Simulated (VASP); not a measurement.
# C (Immm) in VASP: notebook

C is run at these levels: PBE; tasks: single point.

Everything below comes from runs of VASP 6.6.1. Logs are shortened: lines on timing, memory, paths and dates and some standing lists are left out, and cuts for length are marked.

## 1. The cell of the first run

Symmetry: Immm, No. 71, orthorhombic system. The conventional cell has a = 1.561 Å, b = 1.696 Å, c = 7.641 Å, α = 90.00°, β = 90.00°, γ = 90.00°. C (site symmetry mmm) has 4 C at 1.56 to 1.70 Å within 2.1 Å.

The cell was generated, and may not be a known phase.

## 2. Single point, PBE

INCAR

```
SYSTEM = C
  ALGO = Normal
  EDIFF = 1E-6
  ENCUT = 600
  GGA = PE
  GGA_COMPAT = .FALSE.
  ISIF = 2
  ISMEAR = 0
  LASPH = .TRUE.
  LCHARG = .TRUE.
  LELF = .TRUE.
  LREAL = .FALSE.
  LVHAR = .TRUE.
  LWAVE = .FALSE.
  NBANDS = 8
  NELM = 120
  PREC = Accurate
  SIGMA = 0.1
```

KPOINTS

```
k-points
0
G
  12 12 12
  0 0 0
```

POSCAR

```
C
1.0
   -0.7805672642      0.8477775876      3.8205014154
    0.7805672642     -0.8477775876      3.8205014154
    0.7805672642      0.8477775876     -3.8205014154
C
1
Direct
    0.5000000000      0.0000000000      0.5000000000
```

Potentials or basis: VASP PAW PBE potentials, release 64 (C).

Launch:

```sh
cat potpaw_PBE.64/C/POTCAR > POTCAR
mpirun -np 1 vasp_std > vasp.out
```

OUTCAR:

```text
SYSTEM = C
   EDIFF = 1E-6
   ENCUT = 600
   GGA = PE
   ISIF = 2
   ISMEAR = 0
   LASPH = .TRUE.
   LREAL = .FALSE.
   NELM = 120
   PREC = Accurate

 ion  position               nearest neighbor table
   1  0.500  0.000  0.500-

  LATTYP: Found a body centered orthorhombic cell.
 ALAT       =     1.5611345284
 B/A-ratio  =     1.0861044608
 C/A-ratio  =     4.8945191409

  Lattice vectors:

 A1 = (  -0.7805672642,   0.8477775876,   3.8205014154)
 A2 = (   0.7805672642,  -0.8477775876,   3.8205014154)
 A3 = (   0.7805672642,   0.8477775876,  -3.8205014154)

Analysis of symmetry for initial positions (statically):
=====================================================================
 Subroutine PRICEL returns:
 Original cell was already a primitive cell.

 Routine SETGRP: Setting up the symmetry group for a
 body centered orthorhombic supercell.

 Subroutine GETGRP returns: Found  8 space group operations
 (whereof  8 operations were pure point group operations)
 out of a pool of  8 trial point group operations.

The static configuration has the point symmetry D_2h.

Analysis of symmetry for dynamics (positions and initial velocities):
=====================================================================
 Subroutine PRICEL returns:
 Original cell was already a primitive cell.

 Routine SETGRP: Setting up the symmetry group for a
 body centered orthorhombic supercell.

 Subroutine GETGRP returns: Found  8 space group operations
 (whereof  8 operations were pure point group operations)
 out of a pool of  8 trial point group operations.

The dynamic configuration has the point symmetry D_2h.

 Subroutine INISYM returns: Found  8 space group operations
 (whereof  8 operations are pure point group operations),
 and found     1 'primitive' translations

----------------------------------------------------------------------------------------

                                     Primitive cell

  volume of cell :      10.1128

  direct lattice vectors                    reciprocal lattice vectors
    -0.780567264  0.847777588  3.820501415     0.000000000  0.589777328  0.130872874
     0.780567264 -0.847777588  3.820501415     0.640559786  0.000000000  0.130872874
     0.780567264  0.847777588 -3.820501415     0.640559786  0.589777328  0.000000000

  length of vectors
     3.990519159  3.990519159  3.990519159     0.604123336  0.653792436  0.870720470

  position of ions in fractional coordinates (direct lattice)
     0.500000000  0.000000000  0.500000000

  ion indices of the primitive-cell ions
   primitive index   ion index
                 1           1

----------------------------------------------------------------------------------------

 KPOINTS: k-points

Automatic generation of k-mesh.
 Grid dimensions read from file:
 generate k-points for:   12   12   12

 Generating k-lattice:

  Cartesian coordinates                     Fractional coordinates (reciprocal lattice)
     0.000000000  0.049148111  0.010906073     0.083333333  0.000000000 -0.000000000
     0.053379982  0.000000000  0.010906073     0.000000000  0.083333333  0.000000000
     0.053379982  0.049148111  0.000000000    -0.000000000  0.000000000  0.083333333

  Length of vectors
     0.050343611  0.054482703  0.072560039

  Shift w.r.t. Gamma in fractional coordinates (k-lattice)
     0.000000000  0.000000000  0.000000000

 Subroutine IBZKPT returns following result:
 ===========================================

 Found    280 irreducible k-points:

 Following reciprocal coordinates:
            Coordinates               Weight
  0.000000  0.000000  0.000000      1.000000
  0.083333 -0.000000  0.000000      4.000000
  0.166667  0.000000  0.000000      4.000000
  0.250000 -0.000000  0.000000      4.000000
  0.333333  0.000000  0.000000      4.000000
  0.416667  0.000000 -0.000000      4.000000
[... 16 lines left out ...]
  0.250000  0.166667 -0.000000      8.000000
  0.333333  0.166667  0.000000      8.000000
 [... further k-points ...]
   k-points           NKPTS =    280   k-points in BZ     NKDIM =    280   number of bands    NBANDS=      8
   number of dos      NEDOS =    301   number of ions     NIONS =      1
   total plane-waves  NPLWV =  32768
   dimension x,y,z NGX =    32 NGY =   32 NGZ =   32
   dimension x,y,z NGXF=    64 NGYF=   64 NGZF=   64
   ions per type =               1
   NGX,Y,Z   is equivalent  to a cutoff of  13.33, 13.33, 13.33 a.u.
   NGXF,Y,Z  is equivalent  to a cutoff of  26.66, 26.66, 26.66 a.u.
 SYSTEM =  C
   PREC   = accura    normal or accurate (medium, high low for compatibility)
   ISTART =      0    job   : 0-new  1-cont  2-samecut
   ICHARG =      2    charge: 1-file 2-atom 10-const
   ISPIN  =      1    spin polarized calculation?
   LNONCOLLINEAR =      F non collinear calculations
   LSORBIT =      F    spin-orbit coupling
   LASPH  =      T    aspherical Exc in radial PAW
   ENCUT  =  600.0 eV  44.10 Ry    6.64 a.u.   7.97  7.97  7.97*2*pi/ulx,y,z
   NELM   =    120;   NELMIN=  2; NELMDL= -5     # of ELM steps
   EDIFF  = 0.1E-05   stopping-criterion for ELM
   LREAL  =      F    real-space projection
   EDIFFG = 0.1E-04   stopping-criterion for IOM
   NSW    =      0    number of steps for IOM
   IBRION =     -1    ionic relax: 0-MD 1-quasi-New 2-CG
   NFREE  =      0    steps in history (QN), initial steepest desc. (CG)
   ISIF   =      2    stress and relaxation
   ISYM   =      2    0-nonsym 1-usesym 2-fastsym
   POTIM  = 0.5000    time-step for ionic-motion
   TEBEG  =    0.0;   TEEND  =   0.0 temperature during run
   PSTRESS=    0.0 pullay stress
   NELECT =       4.0000    total number of electrons
   NUPDOWN=      -1.0000    fix difference up-down
   EMIN   =  10.00;   EMAX   =-10.00  energy-range for DOS
   EFERMI =   0.00;   METHOD = LEGACY
   ISMEAR =     0;   SIGMA  =   0.10  broadening in eV -4-tet -1-fermi 0-gaus
   EFERMI_NEDOS =   21; number of points for ismear=-14 and -15
   IALGO  =     38    algorithm
   IMIX   =      4    mixing-type and parameters
     AMIX     =   0.40;   BMIX     =  1.00
     AMIX_MAG =   1.60;   BMIX_MAG =  1.00
  volume/ion in A,a.u.               =      10.11        68.24
  Fermi-wavevector in a.u.,A,eV,Ry     =   1.201722  2.270925 19.648655  1.444135
  Thomas-Fermi vector in A             =   2.337523
   LORBIT       =      0    0 simple, 1 ext, 2 COOP (PROOUT), +10 PAW based schemes
   GGA     = PE    functional components
   LHFCALC =     F    Hartree Fock is set to
   AEXX    =    0.0000 exact exchange contribution
   IVDW    =     0    specifies the selected vdW correction
   LEPSILON=     F    determine dielectric tensor
   LRPA    =     F    only Hartree local field effects (RPA)
 non-spin polarized calculation
 Gauss-broadening in eV      SIGMA  =   0.10
  energy-cutoff  :      600.00
  volume of cell :       10.11
 maximum number of plane-waves:       348
   NGX = 15   NGY = 15   NGZ = 15

 number of electron       4.0000000 magnetization

 Free energy of the ion-electron system (eV)
  ---------------------------------------------------
  ext. energy  EPLUGINS =         0.00000000
  ---------------------------------------------------
  free energy    TOTEN  =        -6.61738058 eV

  energy without entropy =       -6.61411595  energy(sigma->0) =       -6.61574827

 E-fermi :   3.1787     XC(G=0):  -9.7076

 val. band max:        3.1750762295   @ k =   0.2500   0.1667   0.0833
 cond. band min:       3.1798927900   @ k =  -0.4167   0.1667   0.0833
 fundamental gap:      0.0048165605
 Fermi energy:         3.1786968511

 k-point     1 :       0.0000    0.0000    0.0000
  band No.  band energies     occupation
      1     -15.9060      2.00000
      2      -3.1373      2.00000
      3       7.2587      0.00000
      4      16.1335      0.00000
      5      21.8559      0.00000
      6      25.7956      0.00000
      7      33.9639      0.00000
      8      36.5050      0.00000

 k-point     2 :       0.0833   -0.0000    0.0000
  band No.  band energies     occupation
      1     -15.6249      2.00000
      2      -2.8468      2.00000
      3       7.6409      0.00000
      4      14.3836      0.00000
      5      22.0272      0.00000
      6      25.7163      0.00000
      7      34.6423      0.00000
      8      38.3827      0.00000

 k-point     3 :       0.1667    0.0000    0.0000
  band No.  band energies     occupation
      1     -14.7839      2.00000
      2      -1.9852      2.00000
      3       8.6006      0.00000
      4      10.7268      0.00000
      5      22.5131      0.00000
      6      25.3966      0.00000
      7      34.8214      0.00000
      8      37.6551      0.00000

 k-point     4 :       0.2500   -0.0000    0.0000
  band No.  band energies     occupation
      1     -13.3903      2.00000
      2      -0.5925      2.00000
      3       5.8605      0.00000
      4      11.0179      0.00000
      5      23.2231      0.00000
      6      24.0744      0.00000
      7      31.1876      0.00000
      8      38.3031      0.00000

 k-point     5 :       0.3333    0.0000    0.0000
  band No.  band energies     occupation
      1     -11.4602      2.00000
      2       1.2067      2.00000
      3       1.6495      2.00000
      4      13.5554      0.00000
      5      20.9531      0.00000
      6      23.9980      0.00000
      7      29.6463      0.00000
      8      34.1183      0.00000
[... 177 lines left out ...]
 k-point    22 :       0.1667    0.1667    0.0000
  band No.  band energies     occupation
      1     -13.5060      2.00000
      2      -0.6607      2.00000
      3      10.4947      0.00000
      4      10.9505      0.00000
      5      17.6158      0.00000
      6      25.4605      0.00000
      7      35.9430      0.00000
      8      40.4784      0.00000

 k-point    23 :       0.2500    0.1667   -0.0000
  band No.  band energies     occupation
      1     -12.1160      2.00000
      2       0.7007      2.00000
      3       6.5095      0.00000
      4      12.9557      0.00000
      5      18.4559      0.00000
      6      24.9392      0.00000
      7      31.9386      0.00000
      8      38.3505      0.00000

 k-point    24 :       0.3333    0.1667    0.0000
  band No.  band energies     occupation
      1     -10.1941      2.00000
      2       2.4383      2.00000
      3       2.5190      2.00000
      4      15.4381      0.00000
      5      19.4113      0.00000
      6      23.0451      0.00000
      7      30.0604      0.00000
      8      33.5774      0.00000

 [... further k-points ...]

------------------------ aborting loop because EDIFF is reached ----------------------------------------

  FORCE on cell =-STRESS in cart. coord.  units (eV):
  Direction    XX          YY          ZZ          XY          YZ          ZX
  --------------------------------------------------------------------------------------
  -------------------------------------------------------------------------------------
  Total       -0.0089740     -0.0001567      0.0118933      0.0000000      0.0000000      0.0000000
  in kB       -1.4217574     -0.0248303      1.8842629      0.0000000      0.0000000      0.0000000
  external PRESSURE =       0.1458918 kB  Pullay stress =       0.0000000 kB

 VOLUME and BASIS-vectors are now :
 -----------------------------------------------------------------------------
  energy-cutoff  :      600.00
  volume of cell :       10.11
      direct lattice vectors                 reciprocal lattice vectors
    -0.780567264  0.847777588  3.820501415     0.000000000  0.589777328  0.130872874
     0.780567264 -0.847777588  3.820501415     0.640559786  0.000000000  0.130872874
     0.780567264  0.847777588 -3.820501415     0.640559786  0.589777328  0.000000000

 POSITION                                       TOTAL-FORCE (eV/Angst)
 -----------------------------------------------------------------------------------
      0.00000      0.84778      0.00000         0.000000     -0.000000      0.000000
 -----------------------------------------------------------------------------------
    total drift:                               -0.000000     -0.000000      0.000000

  FREE ENERGIE OF THE ION-ELECTRON SYSTEM (eV)
  ---------------------------------------------------
  free  energy   TOTEN  =        -6.6173805805 eV

  energy  without entropy=       -6.6141159517  energy(sigma->0) =       -6.61574827
```

Run time: 86 s. Hardware: 1 thread of Intel Xeon 8259CL, shared host; peak memory 0.17 GiB.

Results:

```
Free energy            : -6.6174 eV
Pressure               : 0.0 GPa
Band gap on the k mesh : zero (bands 2 and 3 overlap by 3.04 eV)
```

Levels at points of the mesh, in eV from the Fermi level:
| k point | band 1 | band 2 | band 3 | band 4 | band 5 | band 6 | band 7 |
| --- | --- | --- | --- | --- | --- | --- | --- |
| (0.00, 0.00, 0.00) | -19.08 | -6.32 | 4.08 | 12.95 | 18.68 | 22.62 | 30.79 |
| (0.50, 0.00, 0.00) | -10.07 | -8.05 | 0.80 | 11.87 | 17.80 | 20.39 | 21.68 |
| (0.00, 0.50, 0.00) | -10.00 | -4.71 | 3.11 | 13.77 | 18.17 | 19.83 | 22.77 |
| (0.50, 0.50, 0.00) | -4.04 | -1.33 | 7.82 | 8.84 | 14.23 | 24.55 | 26.91 |
| (0.50, 0.50, 0.50) | -18.98 | -7.33 | 8.91 | 12.95 | 13.91 | 18.67 | 33.08 |

## 3. Single point, PBE, collinear spin

INCAR

```
PREC     = Accurate       # precision mode
ENCUT    = 600            # plane-wave cutoff, eV
EDIFF    = 1E-6           # SCF threshold, eV
ISMEAR   = 0              # smearing method
SIGMA    = 0.1            # smearing width, eV
LREAL    = False          # projectors in reciprocal space
LASPH    = True           # aspherical terms in the spheres
NELM     = 200            # most SCF steps
ALGO     = Normal         # electronic algorithm
ISIF     = 2              # what is computed and relaxed
LWAVE    = False          # write WAVECAR
LCHARG   = False          # write CHGCAR
ISPIN    = 2              # spin polarisation
MAGMOM   = 1              # initial moments
LORBIT   = 11             # projections on sites
GGA      = PE             # functional
NBANDS   = 12             # bands
GGA_COMPAT= False
```

KPOINTS

```
Automatic mesh
0
Gamma
  14 14 14
```

POSCAR is that of step 2.

Potentials or basis: VASP PAW PBE potentials, release 64 (C).

Launch:

```sh
cat potpaw_PBE.64/C/POTCAR > POTCAR
mpirun -np 1 vasp_std > vasp.out
```

It took 6.4 min on 1 thread of Intel Xeon 8259CL, shared host; peak memory 0.25 GiB.

The run converged. Its results:

```
Free energy                                           : -6.5907 eV
Pressure                                              : -2.3 GPa
Band gap on the k mesh                                : zero (filled and empty bands overlap)
Net moment                                            : 0.00 μB per cell
Valence electrons inside the program's atomic spheres : C 2.35
```

Stress tensor (GPa, compression positive):
```
 1.39  0.00  0.00
 0.00 -8.68  0.00
 0.00  0.00  0.24
```

Levels at points of the mesh, in eV from the Fermi level:
Spin up:
```
           k point  band 1  band 2  band 3  band 4  band 5
(0.00, 0.00, 0.00)  -19.44   -6.63    3.81   12.59   18.32
(0.50, 0.00, 0.00)  -10.44   -8.39    0.49   11.57   17.53
(0.00, 0.50, 0.00)  -10.36   -5.06    2.79   13.47   17.81
(0.50, 0.50, 0.00)   -4.39   -1.70    7.48    8.52   13.87
(0.50, 0.50, 0.50)  -19.34   -7.64    8.63   12.59   13.62
```
Spin down:
```
           k point  band 1  band 2  band 3  band 4  band 5  band 6  band 7
(0.00, 0.00, 0.00)  -19.44   -6.63    3.81   12.59   18.32   22.33   30.49
(0.50, 0.00, 0.00)  -10.44   -8.39    0.49   11.57   17.53   20.11   21.32
(0.00, 0.50, 0.00)  -10.36   -5.06    2.79   13.47   17.81   19.56   22.48
(0.50, 0.50, 0.00)   -4.39   -1.70    7.48    8.52   13.87   24.25   26.60
(0.50, 0.50, 0.50)  -19.34   -7.64    8.63   12.59   13.62   18.31   32.72
```

Caveat: the stress differs along the axes, from -9 to 1 GPa.
